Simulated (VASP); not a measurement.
# C (Fd-3m) in VASP: notebook

The runs below take C through single point, with PBE.

All numbers are computed with VASP 6.6.1; they aren't measurements. Logs are shortened: lines on timing, memory, paths and dates and some standing lists are left out, and cuts for length are marked.

### 1 The cell of the first run

The structure is cubic, space group Fd-3m (No. 227). Conventional cell: a = 3.316 Å, b = 3.316 Å, c = 3.316 Å, α = 90.00°, β = 90.00°, γ = 90.00°. Within 1.9 Å of C (site symmetry -43m) lie 4 C at 1.44 Å.

### 2 Single point, PBE (volume scaled by 0.800)

The input, INCAR:

```
SYSTEM = C
PREC = Accurate
ENCUT = 520
EDIFF = 1E-6
ISMEAR = 0
SIGMA = 0.05
LREAL = .False.
LASPH = .True.
NELM = 100
ALGO = Normal
ISIF = 2
LWAVE = .False.
LCHARG = .True.
GGA = PE
LELF = .True.
LVHAR = .True.
NBANDS = 11
```

The input, KPOINTS:

```
Automatic mesh
0
Gamma
  22 22 22
  0 0 0
```

The input, POSCAR:

```
C
1.0
    0.0000000000      1.6577759027      1.6577759027
    1.6577759027      0.0000000000      1.6577759027
    1.6577759027      1.6577759027      0.0000000000
C
2
Direct
    0.0000000000      0.0000000000      0.0000000000
    0.2500000000      0.2500000000      0.2500000000
```

Potentials or basis: VASP PAW PBE potentials, release 64 (C).

The run is started by

```console
> cat potpaw_PBE.64/C/POTCAR > POTCAR
> mpirun -np 1 vasp_std > vasp.out
```

OUTCAR:

```text
SYSTEM = C
   PREC = Accurate
   ENCUT = 520
   EDIFF = 1E-6
   ISMEAR = 0
   LREAL = .False.
   LASPH = .True.
   NELM = 100
   ISIF = 2
   GGA = PE

 ion  position               nearest neighbor table
   1  0.000  0.000  0.000-   2 1.44   2 1.44   2 1.44   2 1.44
   2  0.250  0.250  0.250-   1 1.44   1 1.44   1 1.44   1 1.44

  LATTYP: Found a face centered cubic cell.
 ALAT       =     3.3155518054

  Lattice vectors:

 A1 = (   0.0000000000,   1.6577759027,   1.6577759027)
 A2 = (   1.6577759027,   0.0000000000,   1.6577759027)
 A3 = (   1.6577759027,   1.6577759027,   0.0000000000)

Analysis of symmetry for initial positions (statically):
=====================================================================
 Subroutine PRICEL returns:
 Original cell was already a primitive cell.

 Routine SETGRP: Setting up the symmetry group for a
 face centered cubic supercell.

 Subroutine GETGRP returns: Found 48 space group operations
 (whereof 24 operations were pure point group operations)
 out of a pool of 48 trial point group operations.

The static configuration has the point symmetry T_d .
 The point group associated with its full space group is O_h .

Analysis of symmetry for dynamics (positions and initial velocities):
=====================================================================
 Subroutine PRICEL returns:
 Original cell was already a primitive cell.

 Routine SETGRP: Setting up the symmetry group for a
 face centered cubic supercell.

 Subroutine GETGRP returns: Found 48 space group operations
 (whereof 24 operations were pure point group operations)
 out of a pool of 48 trial point group operations.

The dynamic configuration has the point symmetry T_d .
 The point group associated with its full space group is O_h .

 Subroutine INISYM returns: Found 48 space group operations
 (whereof 24 operations are pure point group operations),
 and found     1 'primitive' translations

----------------------------------------------------------------------------------------

                                     Primitive cell

  volume of cell :       9.1119

  direct lattice vectors                    reciprocal lattice vectors
     0.000000000  1.657775903  1.657775903    -0.301608920  0.301608920  0.301608920
     1.657775903  0.000000000  1.657775903     0.301608920 -0.301608920  0.301608920
     1.657775903  1.657775903  0.000000000     0.301608920  0.301608920 -0.301608920

  length of vectors
     2.344449165  2.344449165  2.344449165     0.522401974  0.522401974  0.522401974

  position of ions in fractional coordinates (direct lattice)
     0.000000000  0.000000000  0.000000000
     0.250000000  0.250000000  0.250000000

  ion indices of the primitive-cell ions
   primitive index   ion index
                 1           1
                 2           2

----------------------------------------------------------------------------------------

 KPOINTS: Automatic mesh

Automatic generation of k-mesh.
 Grid dimensions read from file:
 generate k-points for:   22   22   22

 Generating k-lattice:

  Cartesian coordinates                     Fractional coordinates (reciprocal lattice)
    -0.013709496  0.013709496  0.013709496     0.045454545  0.000000000  0.000000000
     0.013709496 -0.013709496  0.013709496     0.000000000  0.045454545  0.000000000
     0.013709496  0.013709496 -0.013709496     0.000000000  0.000000000  0.045454545

  Length of vectors
     0.023745544  0.023745544  0.023745544

  Shift w.r.t. Gamma in fractional coordinates (k-lattice)
     0.000000000  0.000000000  0.000000000

 Subroutine IBZKPT returns following result:
 ===========================================

 Found    328 irreducible k-points:

 Following reciprocal coordinates:
            Coordinates               Weight
  0.000000  0.000000  0.000000      1.000000
  0.045455  0.000000  0.000000      8.000000
  0.090909  0.000000  0.000000      8.000000
  0.136364  0.000000  0.000000      8.000000
  0.181818  0.000000  0.000000      8.000000
  0.227273  0.000000  0.000000      8.000000
[... 16 lines left out ...]
  0.500000  0.045455  0.000000     24.000000
 -0.454545  0.045455  0.000000     24.000000
 [... further k-points ...]
   k-points           NKPTS =    328   k-points in BZ     NKDIM =    328   number of bands    NBANDS=     11
   number of dos      NEDOS =    301   number of ions     NIONS =      2
   total plane-waves  NPLWV =   5832
   dimension x,y,z NGX =    18 NGY =   18 NGZ =   18
   dimension x,y,z NGXF=    36 NGYF=   36 NGZF=   36
   ions per type =               2
   NGX,Y,Z   is equivalent  to a cutoff of  12.76, 12.76, 12.76 a.u.
   NGXF,Y,Z  is equivalent  to a cutoff of  25.53, 25.53, 25.53 a.u.
 SYSTEM =  C
   PREC   = accura    normal or accurate (medium, high low for compatibility)
   ISTART =      0    job   : 0-new  1-cont  2-samecut
   ICHARG =      2    charge: 1-file 2-atom 10-const
   ISPIN  =      1    spin polarized calculation?
   LNONCOLLINEAR =      F non collinear calculations
   LSORBIT =      F    spin-orbit coupling
   LASPH  =      T    aspherical Exc in radial PAW
   ENCUT  =  520.0 eV  38.22 Ry    6.18 a.u.   4.36  4.36  4.36*2*pi/ulx,y,z
   NELM   =    100;   NELMIN=  2; NELMDL= -5     # of ELM steps
   EDIFF  = 0.1E-05   stopping-criterion for ELM
   LREAL  =      F    real-space projection
   EDIFFG = 0.1E-04   stopping-criterion for IOM
   NSW    =      0    number of steps for IOM
   IBRION =     -1    ionic relax: 0-MD 1-quasi-New 2-CG
   NFREE  =      0    steps in history (QN), initial steepest desc. (CG)
   ISIF   =      2    stress and relaxation
   ISYM   =      2    0-nonsym 1-usesym 2-fastsym
   POTIM  = 0.5000    time-step for ionic-motion
   TEBEG  =    0.0;   TEEND  =   0.0 temperature during run
   PSTRESS=    0.0 pullay stress
   NELECT =       8.0000    total number of electrons
   NUPDOWN=      -1.0000    fix difference up-down
   EMIN   =  10.00;   EMAX   =-10.00  energy-range for DOS
   EFERMI =   0.00;   METHOD = LEGACY
   ISMEAR =     0;   SIGMA  =   0.05  broadening in eV -4-tet -1-fermi 0-gaus
   EFERMI_NEDOS =   21; number of points for ismear=-14 and -15
   IALGO  =     38    algorithm
   IMIX   =      4    mixing-type and parameters
     AMIX     =   0.40;   BMIX     =  1.00
     AMIX_MAG =   1.60;   BMIX_MAG =  1.00
  volume/ion in A,a.u.               =       4.56        30.74
  Fermi-wavevector in a.u.,A,eV,Ry     =   1.567602  2.962337 33.434610  2.457374
  Thomas-Fermi vector in A             =   2.669757
   LORBIT       =      0    0 simple, 1 ext, 2 COOP (PROOUT), +10 PAW based schemes
   GGA     = PE    functional components
   LHFCALC =     F    Hartree Fock is set to
   AEXX    =    0.0000 exact exchange contribution
   IVDW    =     0    specifies the selected vdW correction
   LEPSILON=     F    determine dielectric tensor
   LRPA    =     F    only Hartree local field effects (RPA)
 non-spin polarized calculation
 Gauss-broadening in eV      SIGMA  =   0.05
  energy-cutoff  :      520.00
  volume of cell :        9.11
 maximum number of plane-waves:       262
 NGX is ok and might be reduce to    18
   NGX =  9   NGY =  9   NGZ =  9

 number of electron       8.0000003 magnetization

 Free energy of the ion-electron system (eV)
  ---------------------------------------------------
  ext. energy  EPLUGINS =         0.00000000
  ---------------------------------------------------
  free energy    TOTEN  =       -17.29945909 eV

  energy without entropy =      -17.29945909  energy(sigma->0) =      -17.29945909

 E-fermi :  13.5406     XC(G=0): -14.3796

 val. band max:       13.1698333820   @ k =   0.0000   0.0000   0.0000
 cond. band min:      17.8124446921   @ k =   0.3636   0.3636   0.0000
 fundamental gap:      4.6426113101
 Fermi energy:        13.5406268039

 k-point     1 :       0.0000    0.0000    0.0000
  band No.  band energies     occupation
      1     -11.4864      2.00000
      2      13.1698      2.00000
      3      13.1698      2.00000
      4      13.1698      2.00000
      5      19.3671      0.00000
      6      19.3671      0.00000
      7      19.3671      0.00000
      8      31.8560      0.00000
      9      35.5475      0.00000
     10      42.2697      0.00000
     11      42.2697      0.00000

 k-point     2 :       0.0455    0.0000    0.0000
  band No.  band energies     occupation
      1     -11.4203      2.00000
      2      12.6767      2.00000
      3      13.0377      2.00000
      4      13.0377      2.00000
      5      19.5391      0.00000
      6      19.5391      0.00000
      7      19.7188      0.00000
      8      31.8368      0.00000
      9      35.6542      0.00000
     10      40.9294      0.00000
     11      40.9294      0.00000

 k-point     3 :       0.0909    0.0000    0.0000
  band No.  band energies     occupation
      1     -11.2221      2.00000
      2      11.4563      2.00000
      3      12.6896      2.00000
      4      12.6896      2.00000
      5      19.9959      0.00000
      6      19.9959      0.00000
      7      20.5240      0.00000
      8      31.7814      0.00000
      9      35.9445      0.00000
     10      39.4778      0.00000
     11      39.4778      0.00000

 k-point     4 :       0.1364    0.0000    0.0000
  band No.  band energies     occupation
      1     -10.8926      2.00000
      2       9.8743      2.00000
      3      12.2229      2.00000
      4      12.2229      2.00000
      5      20.6085      0.00000
      6      20.6085      0.00000
      7      21.4427      0.00000
      8      31.6950      0.00000
      9      36.3362      0.00000
     10      38.3578      0.00000
     11      38.3578      0.00000
[... 239 lines left out ...]
 k-point    22 :       0.4545    0.0455    0.0000
  band No.  band energies     occupation
      1      -5.4403      2.00000
      2      -1.4726      2.00000
      3       9.5883      2.00000
      4       9.7089      2.00000
      5      22.3156      0.00000
      6      22.9012      0.00000
      7      25.2656      0.00000
      8      30.8675      0.00000
      9      38.0699      0.00000
     10      41.0280      0.00000
     11      42.3516      0.00000

 k-point    23 :       0.5000    0.0455    0.0000
  band No.  band energies     occupation
      1      -4.4063      2.00000
      2      -2.6868      2.00000
      3       9.5368      2.00000
      4       9.6154      2.00000
      5      22.4048      0.00000
      6      22.7855      0.00000
      7      25.3627      0.00000
      8      30.8807      0.00000
      9      38.2668      0.00000
     10      42.0782      0.00000
     11      42.2951      0.00000

 k-point    24 :      -0.4545    0.0455    0.0000
  band No.  band energies     occupation
      1      -4.7033      2.00000
      2      -2.3535      2.00000
      3       9.4500      2.00000
      4       9.7308      2.00000
      5      22.5173      0.00000
      6      22.6794      0.00000
      7      25.3398      0.00000
      8      30.8960      0.00000
      9      38.2604      0.00000
     10      41.6139      0.00000
     11      42.1614      0.00000

 [... further k-points ...]
[... 5 lines left out ...]
  --------------------------------------------------------------------------------------
  -------------------------------------------------------------------------------------
  Total        8.3274953      8.3274953      8.3274953     -0.0000000     -0.0000000      0.0000000
  in kB     1464.2576901   1464.2576901   1464.2576901     -0.0000000     -0.0000000      0.0000000
  external PRESSURE =    1464.2576901 kB  Pullay stress =       0.0000000 kB

 VOLUME and BASIS-vectors are now :
 -----------------------------------------------------------------------------
  energy-cutoff  :      520.00
  volume of cell :        9.11
      direct lattice vectors                 reciprocal lattice vectors
     0.000000000  1.657775903  1.657775903    -0.301608920  0.301608920  0.301608920
     1.657775903  0.000000000  1.657775903     0.301608920 -0.301608920  0.301608920
     1.657775903  1.657775903  0.000000000     0.301608920  0.301608920 -0.301608920

 POSITION                                       TOTAL-FORCE (eV/Angst)
 -----------------------------------------------------------------------------------
      0.00000      0.00000      0.00000         0.000000      0.000000      0.000000
      0.82889      0.82889      0.82889        -0.000000     -0.000000     -0.000000
 -----------------------------------------------------------------------------------
    total drift:                               -0.000000     -0.000000     -0.000000

  FREE ENERGIE OF THE ION-ELECTRON SYSTEM (eV)
  ---------------------------------------------------
  free  energy   TOTEN  =       -17.2994590921 eV

  energy  without entropy=      -17.2994590921  energy(sigma->0) =      -17.29945909
```

Run time: 18 s. Hardware: 1 thread of Intel Xeon 6975P-C, shared host; peak memory 0.14 GiB.

What came out:

- Free energy: -17.2995 eV
- Pressure: 146.4 GPa
- Band gap on the k mesh: 4.64 eV, indirect (least direct gap 6.20 eV)

Levels at points of the mesh, in eV from the valence-band top:
| k point | band 1 | band 2 | band 3 | band 4 | band 5 | band 6 | band 7 | band 8 | band 9 |
| --- | --- | --- | --- | --- | --- | --- | --- | --- | --- |
| (0.00, 0.00, 0.00) | -24.66 | 0.00 | 0.00 | 0.00 | 6.20 | 6.20 | 6.20 | 18.69 | 22.38 |
| (0.50, 0.00, 0.00) | -17.50 | -16.06 | -3.41 | -3.41 | 9.36 | 9.36 | 12.03 | 17.62 | 25.43 |
| (0.50, 0.50, 0.00) | -14.48 | -14.48 | -7.75 | -7.75 | 5.20 | 5.20 | 20.42 | 20.42 | 27.77 |

 A k mesh can miss the band edges.

(Part 1 of 2 ends here.)
